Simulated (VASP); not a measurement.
# Sb3C (Pm-3m) in VASP: a series of runs

Runs on Sb3C. Level: PBE. Tasks: single point, relaxation of cell and atoms.

Everything below comes from runs of VASP 6.6.1. Logs are shortened: lines on timing, memory, paths and dates and some standing lists are left out, and cuts for length are marked.

**1. The cell of the first run**

Symmetry: Pm-3m, No. 221, cubic system. The conventional cell has a = 4.865 Å, b = 4.865 Å, c = 4.865 Å, α = 90.00°, β = 90.00°, γ = 90.00°. Within 3.2 Å of Sb (site symmetry 4/mmm) lie 2 C at 2.43 Å. C (site symmetry m-3m) has 6 Sb at 2.43 Å within 3.2 Å.

**2. Single point, PBE**

The input, INCAR:

```
  PREC = Accurate
  ENCUT = 600
  EDIFF = 1E-6
  ISMEAR = 0
  SIGMA = 0.1
  LREAL = F
  LASPH = T
  NELM = 120
  ALGO = Normal
  ISIF = 2
  LWAVE = F
  LCHARG = T
  GGA = PE
  LELF = T
  LVHAR = T
  NBANDS = 18
  GGA_COMPAT = F
```

The input, KPOINTS:

```
Automatic mesh
0
Gamma
  4 4 4
```

The input, POSCAR:

```
Sb3C
1.0
    4.8652525389      0.0000000000      0.0000000000
    0.0000000000      4.8652525389      0.0000000000
    0.0000000000      0.0000000000      4.8652525389
Sb C
3 1
Direct
    0.5000000000      0.0000000000      0.0000000000
    0.0000000000      0.5000000000      0.0000000000
    0.0000000000      0.0000000000      0.5000000000
    0.0000000000      0.0000000000      0.0000000000
```

Potentials or basis: VASP PAW PBE potentials, release 64 (Sb, C).

Started as:

```bash
$ cat potpaw_PBE.64/Sb/POTCAR potpaw_PBE.64/C/POTCAR > POTCAR
$ mpirun -np 1 vasp_std > vasp.out
```

OUTCAR:

```text
PREC = Accurate
   ENCUT = 600
   EDIFF = 1E-6
   ISMEAR = 0
   LREAL = F
   LASPH = T
   NELM = 120
   ISIF = 2
   GGA = PE

 ion  position               nearest neighbor table
   1  0.500  0.000  0.000-   4 2.43   4 2.43   2 3.44   3 3.44   2 3.44   2 3.44   3 3.44   3 3.44
                             3 3.44   2 3.44
   2  0.000  0.500  0.000-   4 2.43   4 2.43   1 3.44   3 3.44   1 3.44   3 3.44   3 3.44   3 3.44
                             1 3.44   1 3.44
   3  0.000  0.000  0.500-   4 2.43   4 2.43   1 3.44   1 3.44   2 3.44   2 3.44   2 3.44   2 3.44
                             1 3.44   1 3.44
   4  0.000  0.000  0.000-   1 2.43   2 2.43   3 2.43   3 2.43   2 2.43   1 2.43

  LATTYP: Found a simple cubic cell.
 ALAT       =     4.8652525389

  Lattice vectors:

 A1 = (   4.8652525389,   0.0000000000,   0.0000000000)
 A2 = (   0.0000000000,   4.8652525389,   0.0000000000)
 A3 = (   0.0000000000,   0.0000000000,   4.8652525389)

Analysis of symmetry for initial positions (statically):
=====================================================================
 Subroutine PRICEL returns:
 Original cell was already a primitive cell.

 Routine SETGRP: Setting up the symmetry group for a
 simple cubic supercell.

 Subroutine GETGRP returns: Found 48 space group operations
 (whereof 48 operations were pure point group operations)
 out of a pool of 48 trial point group operations.

The static configuration has the point symmetry O_h .

Analysis of symmetry for dynamics (positions and initial velocities):
=====================================================================
 Subroutine PRICEL returns:
 Original cell was already a primitive cell.

 Routine SETGRP: Setting up the symmetry group for a
 simple cubic supercell.

 Subroutine GETGRP returns: Found 48 space group operations
 (whereof 48 operations were pure point group operations)
 out of a pool of 48 trial point group operations.

The dynamic configuration has the point symmetry O_h .

 Subroutine INISYM returns: Found 48 space group operations
 (whereof 48 operations are pure point group operations),
 and found     1 'primitive' translations

----------------------------------------------------------------------------------------

                                     Primitive cell

  volume of cell :     115.1638

  direct lattice vectors                    reciprocal lattice vectors
     4.865252539  0.000000000  0.000000000     0.205539176  0.000000000  0.000000000
     0.000000000  4.865252539  0.000000000     0.000000000  0.205539176  0.000000000
     0.000000000  0.000000000  4.865252539     0.000000000  0.000000000  0.205539176

  length of vectors
     4.865252539  4.865252539  4.865252539     0.205539176  0.205539176  0.205539176

  position of ions in fractional coordinates (direct lattice)
     0.500000000  0.000000000  0.000000000
     0.000000000  0.500000000  0.000000000
     0.000000000  0.000000000  0.500000000
     0.000000000  0.000000000  0.000000000

  ion indices of the primitive-cell ions
   primitive index   ion index
                 1           1
                 2           2
                 3           3
                 4           4

----------------------------------------------------------------------------------------

 KPOINTS: Automatic mesh

Automatic generation of k-mesh.
 Grid dimensions read from file:
 generate k-points for:    4    4    4

 Generating k-lattice:

  Cartesian coordinates                     Fractional coordinates (reciprocal lattice)
     0.051384794  0.000000000  0.000000000     0.250000000  0.000000000  0.000000000
     0.000000000  0.051384794  0.000000000     0.000000000  0.250000000  0.000000000
     0.000000000  0.000000000  0.051384794     0.000000000  0.000000000  0.250000000

  Length of vectors
     0.051384794  0.051384794  0.051384794

  Shift w.r.t. Gamma in fractional coordinates (k-lattice)
     0.000000000  0.000000000  0.000000000

 Subroutine IBZKPT returns following result:
 ===========================================

 Found     10 irreducible k-points:

 Following reciprocal coordinates:
            Coordinates               Weight
  0.000000  0.000000  0.000000      1.000000
  0.250000  0.000000  0.000000      6.000000
  0.500000  0.000000  0.000000      3.000000
  0.250000  0.250000  0.000000     12.000000
  0.500000  0.250000  0.000000     12.000000
  0.500000  0.500000  0.000000      3.000000
  0.250000  0.250000  0.250000      8.000000
  0.500000  0.250000  0.250000     12.000000
  0.500000  0.500000  0.250000      6.000000
  0.500000  0.500000  0.500000      1.000000
   k-points           NKPTS =     10   k-points in BZ     NKDIM =     10   number of bands    NBANDS=     18
   number of dos      NEDOS =    301   number of ions     NIONS =      4
   total plane-waves  NPLWV =  64000
   dimension x,y,z NGX =    40 NGY =   40 NGZ =   40
   dimension x,y,z NGXF=    80 NGYF=   80 NGZF=   80
   ions per type =               3   1
   NGX,Y,Z   is equivalent  to a cutoff of  13.67, 13.67, 13.67 a.u.
   NGXF,Y,Z  is equivalent  to a cutoff of  27.34, 27.34, 27.34 a.u.
 SYSTEM =  unknown system
   PREC   = accura    normal or accurate (medium, high low for compatibility)
   ISTART =      0    job   : 0-new  1-cont  2-samecut
   ICHARG =      2    charge: 1-file 2-atom 10-const
   ISPIN  =      1    spin polarized calculation?
   LNONCOLLINEAR =      F non collinear calculations
   LSORBIT =      F    spin-orbit coupling
   LASPH  =      T    aspherical Exc in radial PAW
   ENCUT  =  600.0 eV  44.10 Ry    6.64 a.u.   9.72  9.72  9.72*2*pi/ulx,y,z
   NELM   =    120;   NELMIN=  2; NELMDL= -5     # of ELM steps
   EDIFF  = 0.1E-05   stopping-criterion for ELM
   LREAL  =      F    real-space projection
   EDIFFG = 0.1E-04   stopping-criterion for IOM
   NSW    =      0    number of steps for IOM
   IBRION =     -1    ionic relax: 0-MD 1-quasi-New 2-CG
   NFREE  =      0    steps in history (QN), initial steepest desc. (CG)
   ISIF   =      2    stress and relaxation
   ISYM   =      2    0-nonsym 1-usesym 2-fastsym
   POTIM  = 0.5000    time-step for ionic-motion
   TEBEG  =    0.0;   TEEND  =   0.0 temperature during run
   PSTRESS=    0.0 pullay stress
   NELECT =      19.0000    total number of electrons
   NUPDOWN=      -1.0000    fix difference up-down
   EMIN   =  10.00;   EMAX   =-10.00  energy-range for DOS
   EFERMI =   0.00;   METHOD = LEGACY
   ISMEAR =     0;   SIGMA  =   0.10  broadening in eV -4-tet -1-fermi 0-gaus
   EFERMI_NEDOS =   21; number of points for ismear=-14 and -15
   IALGO  =     38    algorithm
   IMIX   =      4    mixing-type and parameters
     AMIX     =   0.40;   BMIX     =  1.00
     AMIX_MAG =   1.60;   BMIX_MAG =  1.00
  volume/ion in A,a.u.               =      28.79       194.29
  Fermi-wavevector in a.u.,A,eV,Ry     =   0.897885  1.696756 10.968979  0.806197
  Thomas-Fermi vector in A             =   2.020525
   LORBIT       =      0    0 simple, 1 ext, 2 COOP (PROOUT), +10 PAW based schemes
   GGA     = PE    functional components
   LHFCALC =     F    Hartree Fock is set to
   AEXX    =    0.0000 exact exchange contribution
   IVDW    =     0    specifies the selected vdW correction
   LEPSILON=     F    determine dielectric tensor
   LRPA    =     F    only Hartree local field effects (RPA)
 non-spin polarized calculation
 Gauss-broadening in eV      SIGMA  =   0.10
  energy-cutoff  :      600.00
  volume of cell :      115.16
 maximum number of plane-waves:      3887
 NGX is ok and might be reduce to    40
   NGX = 19   NGY = 19   NGZ = 19

 number of electron      18.9999997 magnetization

 Free energy of the ion-electron system (eV)
  ---------------------------------------------------
  ext. energy  EPLUGINS =         0.00000000
  ---------------------------------------------------
  free energy    TOTEN  =       -16.14773834 eV

  energy without entropy =      -16.09682315  energy(sigma->0) =      -16.12228075

 E-fermi :   5.2161     XC(G=0):  -8.9349

 val. band max:        5.1909383924   @ k =   0.2500   0.2500   0.0000
 cond. band min:       5.2333047850   @ k =   0.5000   0.2500   0.0000
 fundamental gap:      0.0423663926
 Fermi energy:         5.2160534454

 k-point     1 :       0.0000    0.0000    0.0000
  band No.  band energies     occupation
      1      -8.4509      2.00000
      2      -2.2671      2.00000
      3      -2.2671      2.00000
      4      -1.1874      2.00000
      5      -0.5697      2.00000
      6      -0.5697      2.00000
[... 10 lines left out ...]
     17      10.6908      0.00000
     18      11.1372      0.00000

 k-point     2 :       0.2500    0.0000    0.0000
  band No.  band energies     occupation
      1      -8.2398      2.00000
      2      -3.8235      2.00000
      3      -2.2030      2.00000
      4      -1.4247      2.00000
      5      -0.4017      2.00000
      6      -0.4017      2.00000
[... 10 lines left out ...]
     17      11.7812      0.00000
     18      11.7812      0.00000

 k-point     3 :       0.5000    0.0000    0.0000
  band No.  band energies     occupation
      1      -7.9650      2.00000
      2      -4.7981      2.00000
      3      -2.1356      2.00000
      4      -1.3779      2.00000
      5      -0.2070      2.00000
      6      -0.2070      2.00000
[... 10 lines left out ...]
     17      12.3356      0.00000
     18      12.3356      0.00000

 k-point     4 :       0.2500    0.2500    0.0000
  band No.  band energies     occupation
      1      -8.0238      2.00000
      2      -3.8315      2.00000
      3      -3.5607      2.00000
      4      -1.7009      2.00000
      5      -0.2315      2.00000
      6       2.2105      2.00000
[... 81 lines left out ...]
      4      -3.2289      2.00000
      5       2.4085      2.00000
      6       2.4355      2.00000
[... 10 lines left out ...]
     17      10.5228      0.00000
     18      12.2254      0.00000

 k-point     9 :       0.5000    0.5000    0.2500
  band No.  band energies     occupation
      1      -7.1911      2.00000
      2      -4.4544      2.00000
      3      -4.4544      2.00000
      4      -3.2917      2.00000
      5       1.5903      2.00000
      6       2.5464      2.00000
[... 10 lines left out ...]
     17      10.2046      0.00000
     18      13.9345      0.00000

 k-point    10 :       0.5000    0.5000    0.5000
  band No.  band energies     occupation
      1      -6.8447      2.00000
      2      -4.3329      2.00000
      3      -4.3329      2.00000
      4      -4.3329      2.00000
      5       1.7054      2.00000
      6       1.7054      2.00000
[... 10 lines left out ...]
     17       9.0893      0.00000
     18      14.6310      0.00000

------------------------ aborting loop because EDIFF is reached ----------------------------------------

  FORCE on cell =-STRESS in cart. coord.  units (eV):
  Direction    XX          YY          ZZ          XY          YZ          ZX
  --------------------------------------------------------------------------------------
  -------------------------------------------------------------------------------------
  Total       -1.7360701     -1.7360701     -1.7360701      0.0000000     -0.0000000      0.0000000
  in kB      -24.1524764    -24.1524764    -24.1524764      0.0000000     -0.0000000      0.0000000
  external PRESSURE =     -24.1524764 kB  Pullay stress =       0.0000000 kB

 VOLUME and BASIS-vectors are now :
 -----------------------------------------------------------------------------
  energy-cutoff  :      600.00
  volume of cell :      115.16
      direct lattice vectors                 reciprocal lattice vectors
     4.865252539  0.000000000  0.000000000     0.205539176  0.000000000  0.000000000
     0.000000000  4.865252539  0.000000000     0.000000000  0.205539176  0.000000000
     0.000000000  0.000000000  4.865252539     0.000000000  0.000000000  0.205539176

 POSITION                                       TOTAL-FORCE (eV/Angst)
 -----------------------------------------------------------------------------------
      2.43263      0.00000      0.00000         0.000000      0.000000      0.000000
      0.00000      2.43263      0.00000         0.000000      0.000000      0.000000
      0.00000      0.00000      2.43263         0.000000      0.000000      0.000000
      0.00000      0.00000      0.00000         0.000000      0.000000      0.000000
 -----------------------------------------------------------------------------------
    total drift:                                0.000000      0.000000     -0.000000

  FREE ENERGIE OF THE ION-ELECTRON SYSTEM (eV)
  ---------------------------------------------------
  free  energy   TOTEN  =       -16.1477383365 eV

  energy  without entropy=      -16.0968231541  energy(sigma->0) =      -16.12228075
```

Run time: 30 s. Hardware: 1 thread of Intel Xeon 6975P-C (Granite Rapids), shared host; peak memory 0.24 GiB.

Results:

* Free energy: -16.1477 eV
* Pressure: -2.4 GPa

Caveat: spin-orbit coupling is left out, which moves the levels of the heavy elements.

**3. Single point, PBE**

This run uses another cell than the first one, of 28.12 Å³/atom, 0.977 times its volume.

The input, INCAR:

```
PREC = Accurate
ENCUT = 600
EDIFF = 1E-6
ISMEAR = 0
SIGMA = 0.1
LREAL = F
LASPH = T
NELM = 120
ALGO = Normal
ISIF = 2
LWAVE = F
LCHARG = F
GGA = PE
NBANDS = 18
GGA_COMPAT = F
```

The input, KPOINTS:

```
regular mesh
0
Gamma
  10 10 10
```

The input, POSCAR:

```
Sb3C
1.0
    4.8273385884      0.0000000000      0.0000000000
    0.0000000000      4.8273385884      0.0000000000
    0.0000000000      0.0000000000      4.8273385884
Sb C
3 1
Direct
    0.5000000000      0.0000000000      0.0000000000
    0.0000000000      0.5000000000      0.0000000000
    0.0000000000      0.0000000000      0.5000000000
    0.0000000000      0.0000000000      0.0000000000
```

Potentials or basis: VASP PAW PBE potentials, release 64 (Sb, C).

Started as:

```bash
$ cat potpaw_PBE.64/Sb/POTCAR potpaw_PBE.64/C/POTCAR > POTCAR
$ mpirun -np 1 vasp_std > vasp.out
```

It took 58 s on 1 thread of Intel Xeon 6975P-C (Granite Rapids), shared host; peak memory 0.31 GiB.

It converged, with:

```yaml
Free_energy: -16.4928 eV
Pressure: -0.2 GPa
```

Levels at points of the mesh, in eV from the Fermi level:
```csv
k point,band 7,band 8,band 9,band 10,band 11,band 12,band 13,band 14
"(0.00, 0.00, 0.00)",-5.52,0.71,0.71,0.71,1.00,1.00,1.00,4.77
"(0.50, 0.00, 0.00)",-0.81,-0.81,-0.66,-0.36,0.53,1.00,1.00,2.46
"(0.50, 0.50, 0.00)",-0.60,-0.60,-0.28,-0.28,0.72,0.72,2.39,2.78
"(0.50, 0.50, 0.50)",-3.56,0.90,0.90,0.90,2.22,2.40,2.93,2.93
```

Caveat: spin-orbit coupling is left out, which moves the levels of the heavy elements.

**4. Relaxation of cell and atoms, PBE**

The input, INCAR:

```
SYSTEM = Sb3C
  ALGO = Normal
  EDIFF = 1E-7
  EDIFFG = -0.01
  ENCUT = 600
  GGA = PE
  GGA_COMPAT = .FALSE.
  IBRION = 2
  ISIF = 3
  ISMEAR = 0
  LASPH = .TRUE.
  LCHARG = .FALSE.
  LREAL = .FALSE.
  LWAVE = .FALSE.
  NELM = 120
  NELMIN = 4
  NSW = 100
  PREC = Accurate
  SIGMA = 0.1
```

The input, KPOINTS:

```
k-points
0
G
  10 10 10
  0 0 0
```

The input, POSCAR:

```
Sb3C
1.0
    4.8652525389      0.0000000000      0.0000000000
    0.0000000000      4.8652525389      0.0000000000
    0.0000000000      0.0000000000      4.8652525389
Sb C
3 1
Direct
    0.5000000000      0.0000000000      0.0000000000
    0.0000000000      0.5000000000      0.0000000000
    0.0000000000      0.0000000000      0.5000000000
    0.0000000000      0.0000000000      0.0000000000
```

Started as:

```bash
$ cat potpaw_PBE.64/Sb/POTCAR potpaw_PBE.64/C/POTCAR > POTCAR
$ mpirun -np 1 vasp_std > vasp.out
```

It took 1.8 min on 1 thread of Intel Xeon 6975P-C (Granite Rapids), shared host; peak memory 0.32 GiB.

It converged, with:

| Property | Result |
| --- | --- |
| Free energy | -16.4934 eV |
| Relaxed volume | 28.03 Å³/atom |
| Relaxed cell | a = 4.822 Å, b = 4.822 Å, c = 4.822 Å, α = 90.00°, β = 90.00°, γ = 90.00° |
| Space group after relaxing (to 0.05 Å) | Pm-3m (No. 221) |
| Energy gained by relaxing | 3.2 meV/atom |
| Ionic steps | 3 |
| Pressure after relaxing | 0.0 GPa |

The path:
| step | energy change (eV) | largest force (eV/Å) | pressure (GPa) | volume (Å³) |
| --- | --- | --- | --- | --- |
| 1 | 0.0000 | 0.0000 | -1.31 | 115.16 |
| 2 | -0.0116 | 0.0000 | 0.39 | 111.30 |
| 3 | -0.0127 | 0.0000 | 0.00 | 112.13 |

Final structure:
```cif
data_structure
_symmetry_space_group_name_H-M 'P 1'
_symmetry_Int_Tables_number 1
_cell_length_a 4.8221
_cell_length_b 4.8221
_cell_length_c 4.8221
_cell_angle_alpha 90.000
_cell_angle_beta 90.000
_cell_angle_gamma 90.000
_cell_volume 112.13
loop_
_atom_site_label
_atom_site_type_symbol
_atom_site_fract_x
_atom_site_fract_y
_atom_site_fract_z
_atom_site_occupancy
Sb1 Sb 0.50000 0.00000 0.00000 1
Sb2 Sb 0.00000 0.50000 0.00000 1
Sb3 Sb 0.00000 0.00000 0.50000 1
C1 C 0.00000 0.00000 0.00000 1
```

Levels at points of the mesh, in eV from the Fermi level:
```csv
k point,band 6,band 7,band 8,band 9,band 10,band 11,band 12,band 13
"(0.00, 0.00, 0.00)",-5.54,-5.54,0.71,0.71,0.71,1.01,1.01,1.01
"(0.50, 0.00, 0.00)",-5.13,-0.81,-0.81,-0.66,-0.37,0.53,1.00,1.00
"(0.50, 0.50, 0.00)",-3.81,-0.61,-0.61,-0.28,-0.28,0.73,0.73,2.41
"(0.50, 0.50, 0.50)",-3.58,-3.58,0.91,0.91,0.91,2.23,2.39,2.94
```

Caveat: spin-orbit coupling is left out, which moves the levels of the heavy elements.

**5. The runs side by side**

```csv
task,cell,k mesh,gap on the mesh (eV),pressure (GPa)
single point,"a = 4.865 Å, 4 atoms",4 × 4 × 4,none,-2.4
single point,"a = 4.827 Å, 4 atoms",10 × 10 × 10,none,-0.2
relaxation of cell and atoms,"relaxed from a = 4.865 Å, 4 atoms",10 × 10 × 10,none,0.0
```

Alike in all rows: level PBE; potentials or basis VASP PAW PBE potentials, release 64 (Sb, C); no spin polarisation; cutoff (eV) 600; smearing gaussian 0.1 eV.

Caveats: spin-orbit coupling is left out, which moves the levels of the heavy elements.

Total energies depend on the potentials used, so only differences within one code and one set of settings carry meaning.
